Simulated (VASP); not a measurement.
Write the native input for VASP 6.6.1 that does the following.

- Task: single point
- Functional: PBEsol
- Potentials or basis: VASP PAW PBE potentials, release 64 (O, B)
- Cutoff: 520 eV
- k mesh: 6 × 6 × 10
- Occupations: gaussian, width 0.0207 eV
- Spin: no spin polarisation
- Dipole correction: no
- k mesh for the DOS: 9 × 9 × 15
- Occupations for the DOS: tetrahedron
- Further INCAR settings: ALGO = Normal; EDIFF = 1e-06; NBANDS = 24

Crystal: BO2.

```
O B
1.0
     4.26280    0.00000    0.00000
     0.00000    4.26280    0.00000
     0.00000    0.00000    2.47433
O B
4 2
Direct
  0.30180 0.30180 0.00000
  0.19820 0.80180 0.50000
  0.69820 0.69820 0.00000
  0.80180 0.19820 0.50000
  0.00000 0.00000 0.00000
  0.50000 0.50000 0.50000
```

One way to write it, as run:

POSCAR

```
BO2
1.0
    4.2627970000      0.0000000000      0.0000000000
    0.0000000000      4.2627970000      0.0000000000
    0.0000000000      0.0000000000      2.4743270000
O B
4 2
Direct
    0.3018000000      0.3018000000      0.0000000000
    0.1982000000      0.8018000000      0.5000000000
    0.6982000000      0.6982000000      0.0000000000
    0.8018000000      0.1982000000      0.5000000000
    0.0000000000      0.0000000000      0.0000000000
    0.5000000000      0.5000000000      0.5000000000
```

INCAR.step1

```
SYSTEM = BO2
PREC = Accurate
ENCUT = 520
EDIFF = 1E-6
ISMEAR = 0
SIGMA = 0.0207
LREAL = .False.
LASPH = .True.
NELM = 120
ALGO = Normal
ISIF = 2
LWAVE = .False.
LCHARG = .True.
GGA = PS
NBANDS = 24
GGA_COMPAT = .False.
NEDOS = 2001
LORBIT = 11
```

KPOINTS.step1

```
Automatic mesh
0
Gamma
  6 6 10
  0 0 0
```

INCAR.step2

```
SYSTEM = BO2
PREC = Accurate
ENCUT = 520
EDIFF = 1E-6
ISMEAR = -5
SIGMA = 0.0207
LREAL = .False.
LASPH = .True.
NELM = 120
ALGO = Normal
ISIF = 2
LWAVE = .False.
LCHARG = .False.
GGA = PS
LORBIT = 10
NBANDS = 24
NEDOS = 2001
ICHARG = 11
GGA_COMPAT = .False.
```

KPOINTS.step2

```
Automatic mesh
0
Gamma
  9 9 15
  0 0 0
```

Potentials or basis: VASP PAW PBE potentials, release 64 (O, B).

Run with:

```sh
$ cat potpaw_PBE.64/O/POTCAR potpaw_PBE.64/B/POTCAR > POTCAR
$ cp INCAR.step1 INCAR
$ cp KPOINTS.step1 KPOINTS
$ mpirun -np 1 vasp_std > vasp.out
$ cp INCAR.step2 INCAR
$ cp KPOINTS.step2 KPOINTS
$ mpirun -np 1 vasp_std > vasp.out
```

It gave:

| Property | Result |
| --- | --- |
| Valence electrons inside the program's atomic spheres | O 4.91; B 1.42 |

It took 76 s on 1 thread of Intel(R) Xeon(R) Platinum 8259CL CPU @ 2.50GHz (Skylake/Cascade Lake) (shared host), peak memory 0.21 GiB.
